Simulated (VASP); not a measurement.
# BaTiO3 (Cm) in VASP: notebook

Runs on BaTiO3. Level: PBE. Tasks: single point.

Program: VASP 6.6.1. These are calculated values, not measurements. Logs are shortened: lines on timing, memory, paths and dates and some standing lists are left out, and cuts for length are marked.

### Step 1. The cell of the first run

Symmetry: Cm, No. 8, monoclinic system. Conventional cell: a = 5.757 Å, b = 5.726 Å, c = 13.679 Å, α = 90.00°, β = 90.38°, γ = 90.00°. Ba (site symmetry m) has 8 O at 2.78 to 2.98 Å and 4 Ti at 3.43 to 3.54 Å within 3.7 Å. Ba (site symmetry m) has 12 O at 2.78 to 2.98 Å and 8 Ti at 3.43 to 3.64 Å within 3.7 Å. Ba (site symmetry m) has 12 O at 2.78 to 2.98 Å and 8 Ti at 3.43 to 3.64 Å within 3.7 Å. Ti (site symmetry m) has 5 O at 1.87 to 2.21 Å within 2.5 Å. Within 2.5 Å of Ti (site symmetry m) lie 6 O at 1.87 to 2.21 Å. Ti (site symmetry m) has 6 O at 1.87 to 2.21 Å within 2.5 Å. O (site symmetry 1) has 2 Ti at 1.87 to 2.21 Å within 2.5 Å. O (site symmetry 1) has 2 Ti at 1.87 to 2.21 Å within 2.5 Å.

### Step 2. Single point, PBE (the distance across one plane changed)

INCAR reads:

```
PREC = Accurate
ENCUT = 520
EDIFF = 1E-6
ISMEAR = 0
SIGMA = 0.05
LREAL = Auto
LASPH = T
NELM = 60
ALGO = Normal
ISIF = 2
LWAVE = F
LCHARG = F
GGA = PE
NBANDS = 73
```

KPOINTS reads:

```
regular mesh
0
Gamma
  6 6 2
```

POSCAR reads:

```
BaTiO3
1.0
    2.8630706609     -1.6529946168     -2.3563003513
    0.0000000000      3.3059892335     -2.3563003513
    9.6526649131      5.5729686860      7.9303477941
Ba Ti O
3 3 9
Direct
    0.9934506216      0.9934506216      0.8185822984
    0.9946070709      0.9946070709      0.2250205857
    0.9940288462      0.9940288462      0.5218014421
    0.4806549538      0.4806549538      0.0808542393
    0.4800767292      0.4800767292      0.3776350957
    0.4794985045      0.4794985045      0.6744159520
    0.5114664266      0.0220900063      0.0717152684
    0.5108882019      0.0215117816      0.3684961248
    0.5103099773      0.0209335570      0.6652769811
    0.0220900063      0.5114664266      0.0717152684
    0.0215117816      0.5108882019      0.3684961248
    0.0209335570      0.5103099773      0.6652769811
    0.5111834571      0.5111834571      0.2169528215
    0.5106052324      0.5106052324      0.5137336779
    0.5100270078      0.5100270078      0.8105145342
```

Potentials or basis: VASP PAW PBE potentials, release 64 (Ba_sv, Ti_sv, O).

The run is started by

```console
$ cat potpaw_PBE.64/Ba_sv/POTCAR potpaw_PBE.64/Ti_sv/POTCAR potpaw_PBE.64/O/POTCAR > POTCAR
$ mpirun -np 1 vasp_std > vasp.out
```

OUTCAR:

```text
PREC = Accurate
   ENCUT = 520
   EDIFF = 1E-6
   ISMEAR = 0
   LREAL = Auto
   LASPH = T
   NELM = 60
   ISIF = 2
   GGA = PE

 ion  position               nearest neighbor table
   1  0.993  0.993  0.819-  15 2.78  15 2.87  15 2.87  12 2.87   9 2.87  15 2.98  12 2.98   9 2.98
                             6 3.43   6 3.48   6 3.48   6 3.54   3 4.06
   2  0.995  0.995  0.225-  13 2.78  11 2.78   8 2.78  13 2.87  13 2.87  11 2.87  10 2.87   8 2.87
                             7 2.87  13 2.98  10 2.98   7 2.98   4 3.43   4 3.48   4 3.48   5 3.48
   3  0.994  0.994  0.522-  12 2.78   9 2.78  14 2.78  12 2.87   9 2.87  14 2.87  14 2.87  11 2.87
                             8 2.87  14 2.98  11 2.98   8 2.98   5 3.43   6 3.48   5 3.48   5 3.48
   4  0.481  0.481  0.081-   7 1.87  10 1.87  13 1.87   7 2.21  10 2.21   2 3.43   2 3.48   2 3.48
                             2 3.54
   5  0.480  0.480  0.378-  14 1.87   8 1.87  11 1.87   8 2.21  11 2.21  13 2.21   3 3.43   3 3.48
                             3 3.48   2 3.48   3 3.54   2 3.54   2 3.54   2 3.64
   6  0.479  0.479  0.674-   9 1.87  12 1.87  15 1.87  14 2.21   9 2.21  12 2.21   1 3.43   3 3.48
                             1 3.48   1 3.48   3 3.54   3 3.54   1 3.54   3 3.64
   7  0.511  0.022  0.072-   4 1.87   4 2.21   2 2.87   2 2.98
   8  0.511  0.022  0.368-   5 1.87   5 2.21   2 2.78   2 2.87   3 2.87   3 2.98
   9  0.510  0.021  0.665-   6 1.87   6 2.21   3 2.78   3 2.87   1 2.87   1 2.98
  10  0.022  0.511  0.072-   4 1.87   4 2.21   2 2.87   2 2.98
  11  0.022  0.511  0.368-   5 1.87   5 2.21   2 2.78   2 2.87   3 2.87   3 2.98
  12  0.021  0.510  0.665-   6 1.87   6 2.21   3 2.78   3 2.87   1 2.87   1 2.98
  13  0.511  0.511  0.217-   4 1.87   5 2.21   2 2.78   2 2.87   2 2.87   2 2.98
  14  0.511  0.511  0.514-   5 1.87   6 2.21   3 2.78   3 2.87   3 2.87   3 2.98
  15  0.510  0.510  0.811-   6 1.87   1 2.78   1 2.87   1 2.87   1 2.98

  LATTYP: Found a base centered monoclinic cell.
 ALAT       =     5.7565762563
 B/A-ratio  =     0.9947130146
 C/A-ratio  =     2.3762851458
 COS(beta)  =    -0.0066570411

  Lattice vectors:

 A1 = (   2.8630706609,  -1.6529946168,  -2.3563003513)
 A2 = (   0.0000000000,   3.3059892335,  -2.3563003513)
 A3 = (   9.6526649131,   5.5729686860,   7.9303477941)

Analysis of symmetry for initial positions (statically):
=====================================================================
 Subroutine PRICEL returns:
 Original cell was already a primitive cell.

 Routine SETGRP: Setting up the symmetry group for a
 base centered monoclinic supercell.

 Subroutine GETGRP returns: Found  2 space group operations
 (whereof  2 operations were pure point group operations)
 out of a pool of  4 trial point group operations.

The static configuration has the point symmetry C_1h.

Analysis of symmetry for dynamics (positions and initial velocities):
=====================================================================
 Subroutine PRICEL returns:
 Original cell was already a primitive cell.

 Routine SETGRP: Setting up the symmetry group for a
 base centered monoclinic supercell.

 Subroutine GETGRP returns: Found  2 space group operations
 (whereof  2 operations were pure point group operations)
 out of a pool of  4 trial point group operations.

The dynamic configuration has the point symmetry C_1h.

 Subroutine INISYM returns: Found  2 space group operations
 (whereof  2 operations are pure point group operations),
 and found     1 'primitive' translations

----------------------------------------------------------------------------------------

                                     Primitive cell

  volume of cell :     225.4496

  direct lattice vectors                    reciprocal lattice vectors
     2.863070661 -1.652994617 -2.356300351     0.174536694 -0.100885409 -0.141546503
     0.000000000  3.305989234 -2.356300351    -0.000100980  0.201595915 -0.141546503
     9.652664913  5.572968686  7.930347794     0.051829118  0.029923555  0.041984016

  length of vectors
     4.059767993  4.059767993 13.679266648     0.246325670  0.246325670  0.073104954

  position of ions in fractional coordinates (direct lattice)
     0.993450622  0.993450622  0.818582298
     0.994607071  0.994607071  0.225020586
     0.994028846  0.994028846  0.521801442
     0.480654954  0.480654954  0.080854239
     0.480076729  0.480076729  0.377635096
     0.479498505  0.479498505  0.674415952
     0.511466427  0.022090006  0.071715268
[... 46 lines left out ...]
     0.000000000  0.000000000  0.000000000

 Subroutine IBZKPT returns following result:
 ===========================================

 Found     26 irreducible k-points:

 Following reciprocal coordinates:
            Coordinates               Weight
  0.000000  0.000000  0.000000      1.000000
  0.166667  0.000000 -0.000000      4.000000
  0.333333  0.000000 -0.000000      4.000000
  0.500000  0.000000 -0.000000      2.000000
  0.166667  0.166667 -0.000000      2.000000
  0.333333  0.166667 -0.000000      4.000000
[... 16 lines left out ...]
  0.333333  0.333333  0.500000      2.000000
  0.500000  0.333333  0.500000      4.000000
 [... further k-points ...]
   k-points           NKPTS =     26   k-points in BZ     NKDIM =     26   number of bands    NBANDS=     73
   number of dos      NEDOS =    301   number of ions     NIONS =     15
   total plane-waves  NPLWV =  97200
   dimension x,y,z NGX =    30 NGY =   30 NGZ =  108
   dimension x,y,z NGXF=    60 NGYF=   60 NGZF=  216
   ions per type =               3   3   9
   NGX,Y,Z   is equivalent  to a cutoff of  12.28, 12.28, 13.13 a.u.
   NGXF,Y,Z  is equivalent  to a cutoff of  24.57, 24.57, 26.25 a.u.
 SYSTEM =  unknown system
   PREC   = accura    normal or accurate (medium, high low for compatibility)
   ISTART =      0    job   : 0-new  1-cont  2-samecut
   ICHARG =      2    charge: 1-file 2-atom 10-const
   ISPIN  =      1    spin polarized calculation?
   LNONCOLLINEAR =      F non collinear calculations
   LSORBIT =      F    spin-orbit coupling
   LASPH  =      T    aspherical Exc in radial PAW
   ENCUT  =  520.0 eV  38.22 Ry    6.18 a.u.   7.55  7.55 25.43*2*pi/ulx,y,z
   NELM   =     60;   NELMIN=  2; NELMDL= -5     # of ELM steps
   EDIFF  = 0.1E-05   stopping-criterion for ELM
   LREAL  =      T    real-space projection
   EDIFFG = 0.1E-04   stopping-criterion for IOM
   NSW    =      0    number of steps for IOM
   IBRION =     -1    ionic relax: 0-MD 1-quasi-New 2-CG
   NFREE  =      0    steps in history (QN), initial steepest desc. (CG)
   ISIF   =      2    stress and relaxation
   ISYM   =      2    0-nonsym 1-usesym 2-fastsym
   POTIM  = 0.5000    time-step for ionic-motion
   TEBEG  =    0.0;   TEEND  =   0.0 temperature during run
   PSTRESS=    0.0 pullay stress
   NELECT =     120.0000    total number of electrons
   NUPDOWN=      -1.0000    fix difference up-down
   EMIN   =  10.00;   EMAX   =-10.00  energy-range for DOS
   EFERMI =   0.00;   METHOD = LEGACY
   ISMEAR =     0;   SIGMA  =   0.05  broadening in eV -4-tet -1-fermi 0-gaus
   EFERMI_NEDOS =   21; number of points for ismear=-14 and -15
   IALGO  =     38    algorithm
   IMIX   =      4    mixing-type and parameters
     AMIX     =   0.40;   BMIX     =  1.00
     AMIX_MAG =   1.60;   BMIX_MAG =  1.00
  volume/ion in A,a.u.               =      15.03       101.43
  Fermi-wavevector in a.u.,A,eV,Ry     =   1.326739  2.507173 23.949460  1.760236
  Thomas-Fermi vector in A             =   2.456103
   LORBIT       =      0    0 simple, 1 ext, 2 COOP (PROOUT), +10 PAW based schemes
   GGA     = PE    functional components
   LHFCALC =     F    Hartree Fock is set to
   AEXX    =    0.0000 exact exchange contribution
   IVDW    =     0    specifies the selected vdW correction
   LEPSILON=     F    determine dielectric tensor
   LRPA    =     F    only Hartree local field effects (RPA)
 non-spin polarized calculation
 Gauss-broadening in eV      SIGMA  =   0.05
  energy-cutoff  :      520.00
  volume of cell :      225.45
 maximum number of plane-waves:      6110
   NGX = 15   NGY = 15   NGZ = 51

 number of electron     120.0000029 magnetization

 Free energy of the ion-electron system (eV)
  ---------------------------------------------------
  ext. energy  EPLUGINS =         0.00000000
  ---------------------------------------------------
  free energy    TOTEN  =      -118.89119317 eV

  energy without entropy =     -118.89119317  energy(sigma->0) =     -118.89119317

 E-fermi :   3.9210     XC(G=0): -10.2529

 val. band max:        3.6020437010   @ k =   0.5000   0.5000   0.0000
 cond. band min:       4.9311949610   @ k =  -0.0000   0.0000   0.5000
 fundamental gap:      1.3291512600
 Fermi energy:         3.9210326941

 k-point     1 :       0.0000    0.0000    0.0000
  band No.  band energies     occupation
      1     -53.9549      2.00000
      2     -53.7092      2.00000
      3     -53.3014      2.00000
      4     -30.2344      2.00000
      5     -30.2312      2.00000
      6     -30.1963      2.00000
[... 1789 lines left out ...]
     71       7.7527      0.00000
     72       8.0669      0.00000

 [... further k-points ...]

 [bands above 72 left out]

------------------------ aborting loop because EDIFF is reached ----------------------------------------

  FORCE on cell =-STRESS in cart. coord.  units (eV):
  Direction    XX          YY          ZZ          XY          YZ          ZX
  --------------------------------------------------------------------------------------
  -------------------------------------------------------------------------------------
  Total       -2.9149543     -2.6178118     -2.3192739     -0.2573329     -0.0382990     -0.0663387
  in kB      -20.7153755    -18.6037068    -16.4821215     -1.8287588     -0.2721749     -0.4714414
  external PRESSURE =     -18.6004013 kB  Pullay stress =       0.0000000 kB

 VOLUME and BASIS-vectors are now :
 -----------------------------------------------------------------------------
  energy-cutoff  :      520.00
  volume of cell :      225.45
      direct lattice vectors                 reciprocal lattice vectors
     2.863070661 -1.652994617 -2.356300351     0.174536694 -0.100885409 -0.141546503
     0.000000000  3.305989234 -2.356300351    -0.000100980  0.201595915 -0.141546503
     9.652664913  5.572968686  7.930347794     0.051829118  0.029923555  0.041984016

 POSITION                                       TOTAL-FORCE (eV/Angst)
 -----------------------------------------------------------------------------------
     10.74582      6.20410      1.80991         0.345565      0.199512      0.333309
      5.01968      2.89811     -2.90269        -0.571164     -0.329762     -0.513181
      7.88275      4.55111     -0.54639        -0.233250     -0.134667     -0.222206
      2.15661      1.24512     -1.62393         0.833946      0.481479      0.973920
      5.01968      2.89811      0.73237        -0.296677     -0.171287     -0.259978
      7.88275      4.55111      3.08867         0.183341      0.105852     -0.162256
      2.15661     -0.37275     -0.68849        -0.402542     -0.135364     -0.531788
      5.01968      1.28024      1.66781         0.135111      0.061713      0.143269
      7.88275      2.93323      4.02411         0.234162     -0.049765      0.291413
      0.75549      2.05405     -0.68849        -0.318500     -0.280929     -0.531788
      3.61856      3.70705      1.66781         0.121001      0.086153      0.143269
      6.48163      5.36004      4.02411         0.073983      0.227672      0.291413
      3.55773      2.05405     -0.68849        -0.143164     -0.082656      0.064160
      6.42080      3.70705      1.66781         0.225374      0.130120      0.175784
      9.28387      5.36004      4.02411        -0.187185     -0.108071     -0.195341
 -----------------------------------------------------------------------------------
    total drift:                                0.031731      0.018320     -0.005106

  FREE ENERGIE OF THE ION-ELECTRON SYSTEM (eV)
  ---------------------------------------------------
  free  energy   TOTEN  =      -118.8911931678 eV

  energy  without entropy=     -118.8911931678  energy(sigma->0) =     -118.89119317
```

It took 5.9 min on 1 thread of AMD EPYC 9R45 (Zen 5), shared host; peak memory 0.43 GiB.

What came out:

```yaml
Free_energy: -118.8912 eV
Pressure: -1.9 GPa
Largest_force: 1.370 eV/Å
Band_gap_on_the_k_mesh: 1.33 eV (least direct gap 2.24 eV)
```

Forces on the atoms (eV/Å):
```
Ba   0.346  0.200  0.333
Ba  -0.571 -0.330 -0.513
Ba  -0.233 -0.135 -0.222
Ti   0.834  0.481  0.974
Ti  -0.297 -0.171 -0.260
Ti   0.183  0.106 -0.162
O   -0.403 -0.135 -0.532
O    0.135  0.062  0.143
O    0.234 -0.050  0.291
O   -0.319 -0.281 -0.532
O    0.121  0.086  0.143
O    0.074  0.228  0.291
O   -0.143 -0.083  0.064
O    0.225  0.130  0.176
O   -0.187 -0.108 -0.195
```

Stress tensor (GPa, compression positive):
```
-2.07 -0.18 -0.05
-0.18 -1.86 -0.03
-0.05 -0.03 -1.65
```

Caveat: the cell differs from its parent crystal (the distance across one plane changed); spin-orbit coupling is left out, which moves the levels of the heavy elements; forces of over 1 eV/Å act on the atoms, so gaps and moduli don't describe the material at rest. A k mesh can miss the band edges.

(Continued in part 2 of 3.)
